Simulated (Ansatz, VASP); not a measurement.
Two plane-wave programs on TiN

Contents of POSCAR:

```
TiN
1.0
    0.0000000000      2.1125000000      2.1125000000
    2.1125000000      0.0000000000      2.1125000000
    2.1125000000      2.1125000000      0.0000000000
Ti N
1 1
Direct
    0.0000000000      0.0000000000      0.0000000000
    0.5000000000      0.5000000000      0.5000000000
```

Contents of INCAR.step1:

```
SYSTEM = TiN
PREC = Accurate
ENCUT = 520
ISMEAR = 0
SIGMA = 0.03
LREAL = .False.
LASPH = .True.
NELM = 150
ISPIN = 2
MAGMOM = 1 0
LMAXMIX = 4
LDAU = .True.
LDAUTYPE = 2
LDAUL = 2 -1
LDAUU = 3 0
LDAUJ = 0 0
NBANDS = 20
GGA = PE
ALGO = Normal
EDIFF = 1E-4
LWAVE = .True.
LCHARG = .False.
```

The input INCAR.step2:

```
SYSTEM = TiN
PREC = Accurate
ENCUT = 520
EDIFF = 1E-6
ISMEAR = 0
SIGMA = 0.03
LREAL = .False.
LASPH = .True.
NELM = 150
ALGO = Normal
ISIF = 2
LWAVE = .False.
LCHARG = .False.
ISPIN = 2
MAGMOM = 1 0
LORBIT = 11
LMAXMIX = 4
LDAU = .True.
LDAUTYPE = 2
LDAUL = 2 -1
LDAUU = 3 0
LDAUJ = 0 0
LDAUPRINT = 1
METAGGA = R2SCAN
LMIXTAU = .True.
NBANDS = 20
ISTART = 1
```

Contents of KPOINTS:

```
Automatic mesh
0
Gamma
  8 8 8
  0 0 0
```

Input for Ansatz:

```yaml
crystal:
  lattice:
    - [0.0, 2.1125, 2.1125]
    - [2.1125, 0.0, 2.1125]
    - [2.1125, 2.1125, 0.0]
  atoms:
    - { symbol: Ti, position: [0.0, 0.0, 0.0], spin: 1.0 }
    - { symbol: "N", position: [0.5, 0.5, 0.5] }
magnetization:
  spin_polarized: true
hamiltonian:
  xc: r2scan
  pseudopotentials: { kind: paw }
  hubbard: { sites: [{ species: Ti, l: d, u_eff: 3.0 }] }
basis:
  ecutwfc: 500
kpoints:
  mp_grid: { grid: [8, 8, 8] }
scf:
  occupations: { method: gaussian, width: 0.03 }
  lower_state_search: "off"
output:
  forces: true
  stress: true
  write_density: true
  write_potential: true
  elf: true
  volumetric_format: npy
```

Alike in both runs: task single point; functional r2SCAN; k mesh 8 × 8 × 8; occupations gaussian, width 0.03 eV; collinear spin; Hubbard terms Ti d U = 3.0 eV.

|  | VASP | Ansatz |
| --- | --- | --- |
| version | VASP 6.6.1 | Ansatz 0.2.0 |
| potentials or method | VASP PAW PBE potentials, release 64 (Ti_sv, N), cutoff 520 eV | PAW, plane waves, scalar-relativistic |
| valence electrons in the cell | 17 | 17 |

```csv
,VASP,Ansatz,Ansatz less VASP
pressure (GPa),13.1,7.2,-5.94
net moment per atom (μB),0.09,0.17,+0.078
size of the moment on the site where the two differ most (μB),0.15,0.24,+0.089
```

VASP's potentials were made for PBE, not for r2SCAN. Site moments also hang on the region over which each program counts them. The programs project onto different local orbitals, so the same U acts differently, and such runs can settle in different states. Ansatz's warnings: filled band counts differ across k points, lower free energy seen, stability check not made.
